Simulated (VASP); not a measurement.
# LiH (Fm-3m) in VASP: notebook

LiH is run at these levels: PBE+D3(BJ); tasks: single point.

Program: VASP 6.6.1. These are calculated values, not measurements. Logs are shortened: lines on timing, memory, paths and dates and some standing lists are left out, and cuts for length are marked.

## 1. The cell of the first run

The structure is cubic, space group Fm-3m (No. 225). Conventional cell: a = 4.074 Å, b = 4.074 Å, c = 4.074 Å, α = 90.00°, β = 90.00°, γ = 90.00°. Li (site symmetry m-3m) has 6 H at 2.04 Å within 2.7 Å. Within 2.7 Å of H (site symmetry m-3m) lie 6 Li at 2.04 Å.

## 2. Single point, PBE+D3(BJ)

INCAR reads:

```
SYSTEM = LiH
  PREC = Accurate
  ENCUT = 750
  EDIFF = 1E-6
  ISMEAR = 0
  SIGMA = 0.1
  LREAL = .FALSE.
  LASPH = .TRUE.
  NELM = 120
  ALGO = Normal
  ISIF = 2
  LWAVE = .FALSE.
  LCHARG = .FALSE.
  GGA = PE
  IVDW = 12
  NBANDS = 9
  GGA_COMPAT = .FALSE.
```

KPOINTS reads:

```
Automatic mesh
0
G
  8 8 8
  0 0 0
```

POSCAR reads:

```
LiH
1.0
    0.0000000000      2.0367500000      2.0367500000
    2.0367500000      0.0000000000      2.0367500000
    2.0367500000      2.0367500000      0.0000000000
Li H
1 1
Direct
    0.0000000000      0.0000000000      0.0000000000
    0.5000000000      0.5000000000      0.5000000000
```

Potentials or basis: VASP PAW PBE potentials, release 64 (Li_sv, H).

Run with:

```sh
cat potpaw_PBE.64/Li_sv/POTCAR potpaw_PBE.64/H/POTCAR > POTCAR
mpirun -np 1 vasp_std > vasp.out
```

OUTCAR:

```text
SYSTEM = LiH
   PREC = Accurate
   ENCUT = 750
   EDIFF = 1E-6
   ISMEAR = 0
   LREAL = .FALSE.
   LASPH = .TRUE.
   NELM = 120
   ISIF = 2
   GGA = PE
   IVDW = 12
 IVDW          = 12

 ion  position               nearest neighbor table
   1  0.000  0.000  0.000-
   2  0.500  0.500  0.500-

  LATTYP: Found a face centered cubic cell.
 ALAT       =     4.0735000000

  Lattice vectors:

 A1 = (   0.0000000000,   2.0367500000,   2.0367500000)
 A2 = (   2.0367500000,   0.0000000000,   2.0367500000)
 A3 = (   2.0367500000,   2.0367500000,   0.0000000000)

Analysis of symmetry for initial positions (statically):
=====================================================================
 Subroutine PRICEL returns:
 Original cell was already a primitive cell.

 Routine SETGRP: Setting up the symmetry group for a
 face centered cubic supercell.

 Subroutine GETGRP returns: Found 48 space group operations
 (whereof 48 operations were pure point group operations)
 out of a pool of 48 trial point group operations.

The static configuration has the point symmetry O_h .

Analysis of symmetry for dynamics (positions and initial velocities):
=====================================================================
 Subroutine PRICEL returns:
 Original cell was already a primitive cell.

 Routine SETGRP: Setting up the symmetry group for a
 face centered cubic supercell.

 Subroutine GETGRP returns: Found 48 space group operations
 (whereof 48 operations were pure point group operations)
 out of a pool of 48 trial point group operations.

The dynamic configuration has the point symmetry O_h .

 Subroutine INISYM returns: Found 48 space group operations
 (whereof 48 operations are pure point group operations),
 and found     1 'primitive' translations

----------------------------------------------------------------------------------------

                                     Primitive cell

  volume of cell :      16.8983

  direct lattice vectors                    reciprocal lattice vectors
     0.000000000  2.036750000  2.036750000    -0.245489137  0.245489137  0.245489137
     2.036750000  0.000000000  2.036750000     0.245489137 -0.245489137  0.245489137
     2.036750000  2.036750000  0.000000000     0.245489137  0.245489137 -0.245489137

  length of vectors
     2.880399473  2.880399473  2.880399473     0.425199658  0.425199658  0.425199658

  position of ions in fractional coordinates (direct lattice)
     0.000000000  0.000000000  0.000000000
     0.500000000  0.500000000  0.500000000

  ion indices of the primitive-cell ions
   primitive index   ion index
                 1           1
[... 81 lines left out ...]
   POTIM  = 0.5000    time-step for ionic-motion
   TEBEG  =    0.0;   TEEND  =   0.0 temperature during run
   PSTRESS=    0.0 pullay stress
   NELECT =       4.0000    total number of electrons
   NUPDOWN=      -1.0000    fix difference up-down
   EMIN   =  10.00;   EMAX   =-10.00  energy-range for DOS
   EFERMI =   0.00;   METHOD = LEGACY
   ISMEAR =     0;   SIGMA  =   0.10  broadening in eV -4-tet -1-fermi 0-gaus
   EFERMI_NEDOS =   21; number of points for ismear=-14 and -15
   IALGO  =     38    algorithm
   IMIX   =      4    mixing-type and parameters
     AMIX     =   0.40;   BMIX     =  1.00
     AMIX_MAG =   1.60;   BMIX_MAG =  1.00
  volume/ion in A,a.u.               =       8.45        57.02
  Fermi-wavevector in a.u.,A,eV,Ry     =   1.012699  1.913724 13.953585  1.025560
  Thomas-Fermi vector in A             =   2.145824
   LORBIT       =      0    0 simple, 1 ext, 2 COOP (PROOUT), +10 PAW based schemes
   GGA     = PE    functional components
   LHFCALC =     F    Hartree Fock is set to
   AEXX    =    0.0000 exact exchange contribution
   IVDW    =    12    specifies the selected vdW correction
   LEPSILON=     F    determine dielectric tensor
   LRPA    =     F    only Hartree local field effects (RPA)
 non-spin polarized calculation
 Gauss-broadening in eV      SIGMA  =   0.10
  energy-cutoff  :      750.00
  volume of cell :       16.90
 maximum number of plane-waves:       817
 NGX is ok and might be reduce to    28
   NGX = 13   NGY = 13   NGZ = 13

 number of electron       3.9999999 magnetization

 Free energy of the ion-electron system (eV)
  ---------------------------------------------------
  ext. energy  EPLUGINS =         0.00000000
  ---------------------------------------------------
  free energy    TOTEN  =        -6.12225274 eV

  energy without entropy =       -6.12225274  energy(sigma->0) =       -6.12225274

 E-fermi :   0.3379     XC(G=0):  -8.3586

 val. band max:       -0.1319806335   @ k =   0.5000   0.5000   0.0000
 cond. band min:       2.8827414549   @ k =   0.5000   0.5000   0.0000
 fundamental gap:      3.0147220885
 Fermi energy:         0.3379054545

 k-point     1 :       0.0000    0.0000    0.0000
  band No.  band energies     occupation
      1     -44.4619      2.00000
      2      -5.3894      2.00000
      3      15.3381      0.00000
      4      17.2744      0.00000
      5      17.2744      0.00000
      6      17.2744      0.00000
      7      21.9025      0.00000
      8      21.9025      0.00000
      9      21.9025      0.00000
[... 265 lines left out ...]
 k-point    24 :      -0.3750    0.2500    0.1250
  band No.  band energies     occupation
      1     -44.4176      2.00000
      2      -1.7475      2.00000
      3       4.8689      0.00000
      4       8.5273      0.00000
      5      12.7913      0.00000
      6      15.8337      0.00000
      7      22.2814      0.00000
      8      25.2454      0.00000
      9      26.4421      0.00000

 [... further k-points ...]

------------------------ aborting loop because EDIFF is reached ----------------------------------------

 Edisp (eV)   -0.31576

 E8    (eV) :    -0.1157

  FORCE on cell =-STRESS in cart. coord.  units (eV):
  Direction    XX          YY          ZZ          XY          YZ          ZX
  --------------------------------------------------------------------------------------
  -------------------------------------------------------------------------------------
  Total      -0.51613    -0.51613    -0.51613    -0.00000    -0.00000    -0.00000
  in kB     -48.93600   -48.93600   -48.93600    -0.00000    -0.00000    -0.00000
  external pressure =      -48.94 kB  Pullay stress =        0.00 kB

 VOLUME and BASIS-vectors are now :
 -----------------------------------------------------------------------------
  energy-cutoff  :      750.00
  volume of cell :       16.90
      direct lattice vectors                 reciprocal lattice vectors
     0.000000000  2.036750000  2.036750000    -0.245489137  0.245489137  0.245489137
     2.036750000  0.000000000  2.036750000     0.245489137 -0.245489137  0.245489137
     2.036750000  2.036750000  0.000000000     0.245489137  0.245489137 -0.245489137

 POSITION                                       TOTAL-FORCE (eV/Angst)
 -----------------------------------------------------------------------------------
      0.00000      0.00000      0.00000         0.000000      0.000000      0.000000
      2.03675      2.03675      2.03675        -0.000000     -0.000000     -0.000000
 -----------------------------------------------------------------------------------
    total drift:                                0.000000      0.000000      0.000000

  FREE ENERGIE OF THE ION-ELECTRON SYSTEM (eV)
  ---------------------------------------------------
  free  energy   TOTEN  =        -6.4380144605 eV

  energy  without entropy=       -6.4380144605  energy(sigma->0) =       -6.43801446
```

OSZICAR:

```text
N       E                     dE             d eps       ncg     rms          rms(c)
DAV:   1    -0.944305021757E+00   -0.94431E+00   -0.17304E+03   522   0.512E+02
DAV:   2    -0.623869917980E+01   -0.52944E+01   -0.52482E+01   683   0.590E+01
DAV:   3    -0.636190488134E+01   -0.12321E+00   -0.12311E+00   663   0.698E+00
DAV:   4    -0.636271086610E+01   -0.80598E-03   -0.80593E-03   663   0.536E-01
DAV:   5    -0.636271857592E+01   -0.77098E-05   -0.77096E-05   674   0.408E-02    0.286E+00
DAV:   6    -0.618020536562E+01    0.18251E+00   -0.15373E-01   575   0.120E+00    0.142E+00
DAV:   7    -0.612038086838E+01    0.59824E-01   -0.19249E-01   604   0.155E+00    0.217E-01
DAV:   8    -0.612229579673E+01   -0.19149E-02   -0.46459E-03   613   0.454E-01    0.399E-02
DAV:   9    -0.612225429583E+01    0.41501E-04   -0.13662E-04   668   0.464E-02    0.815E-03
DAV:  10    -0.612225298433E+01    0.13115E-05   -0.61308E-06   634   0.176E-02    0.242E-03
DAV:  11    -0.612225273626E+01    0.24807E-06   -0.21035E-07   415   0.209E-03
   1 F= -.64380145E+01 E0= -.64380145E+01  d E =-.851904E-13
```

stdout:

```text
POSCAR found type information on POSCAR LiH
 POSCAR found :  2 types and       2 ions
 scaLAPACK will be used
 LDA part: xc-table for (Slater+PW92), standard interpolation
 POSCAR, INCAR and KPOINTS ok, starting setup
 FFT: planning ... GRIDC
 FFT: planning ... GRID_SOFT
 FFT: planning ... GRID
 WAVECAR not read
 entering main loop
```

Run time: 12 s. Hardware: 1 thread of Intel Xeon 8259CL, shared host; peak memory 0.16 GiB.

What came out:

```yaml
Free_energy: -6.4380 eV
Pressure: -4.9 GPa
Band_gap_on_the_k_mesh: 3.01 eV
Dispersion_energy_per_atom: -0.158 eV
```

Caveat: the cell stands under tension.

## 3. Single point, PBE+D3(BJ)

This run uses another cell than the first one, of 7.29 Å³/atom.

INCAR reads:

```
SYSTEM = LiH
PREC = Accurate
ENCUT = 750
EDIFF = 1E-6
ISMEAR = 0
SIGMA = 0.02
LREAL = .False.
LASPH = .True.
NELM = 120
ALGO = Normal
ISIF = 2
LWAVE = .False.
LCHARG = .False.
GGA = PE
IVDW = 12
NBANDS = 9
GGA_COMPAT = .False.
```

KPOINTS reads:

```
Automatic mesh
0
Gamma
  10 10 10
  0 0 0
```

POSCAR reads:

```
LiH
1.0
    0.0000000000      1.9391316603      1.9391316603
    1.9391316603      0.0000000000      1.9391316603
    1.9391316603      1.9391316603      0.0000000000
Li H
1 1
Direct
    0.0000000000      0.0000000000      0.0000000000
    0.5000000000      0.5000000000      0.5000000000
```

Potentials or basis: VASP PAW PBE potentials, release 64 (Li_sv, H).

Run with:

```sh
cat potpaw_PBE.64/Li_sv/POTCAR potpaw_PBE.64/H/POTCAR > POTCAR
mpirun -np 1 vasp_std > vasp.out
```

Run time: 11 s. Hardware: 1 thread of Intel Xeon 8259CL, shared host; peak memory 0.15 GiB.

It converged, with:

```yaml
Free_energy: -6.4767 eV
Pressure: -0.2 GPa
Band_gap_on_the_k_mesh: 2.90 eV
Dispersion_energy_per_atom: -0.184 eV
```

Levels at points of the mesh, in eV from the valence-band top:
```tsv
k point	band 1	band 2	band 3	band 4	band 5
(0.00, 0.00, 0.00)	-44.21	-5.82	17.41	18.93	18.93
(0.50, 0.00, 0.00)	-44.14	-2.93	5.16	14.55	17.43
(0.50, 0.50, 0.00)	-44.12	0.00	2.90	11.31	11.31
```

A k mesh can miss the band edges.
